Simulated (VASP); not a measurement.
A run of VASP 6.6.1:

Contents of INCAR:

```
SYSTEM = InAs3
ALGO = Normal
EDIFF = 1E-7
ENCUT = 520
GGA = PE
ISIF = 2
ISMEAR = 0
LASPH = .True.
LCHARG = .False.
LREAL = .False.
LWAVE = .False.
NBANDS = 22
NELM = 100
PREC = Accurate
SIGMA = 0.1
```

Contents of KPOINTS:

```
k-points
0
Gamma
  4 4 4
  0 0 0
```

POSCAR

```
InAs3
1.0
    5.0650565000      0.0000000000      0.0000000000
    0.0000000000      5.0650565000      0.0000000000
    0.0000000000      0.0000000000      4.4216635100
In As
1 3
Direct
    0.0000000000      0.0000000000      0.0000000000
    0.5000000000      0.5000000000      0.0000000000
    0.0000000000      0.5000000000      0.5000000000
    0.5000000000      0.0000000000      0.5000000000
```

Potentials or basis: VASP PAW PBE potentials, release 64 (In_d, As).

Command:

```bash
$ cat potpaw_PBE.64/In_d/POTCAR potpaw_PBE.64/As/POTCAR > POTCAR
$ mpirun -np 1 vasp_std > vasp.out
```

Hardware: 1 thread of Intel Xeon 8259CL (shared host).

Problem. How long does it take, and how much memory?

Solution. It took 73 s on 1 thread of Intel Xeon 8259CL, on a shared host, peak memory 0.24 GiB. Counts: scf iterations 12, k points 18.
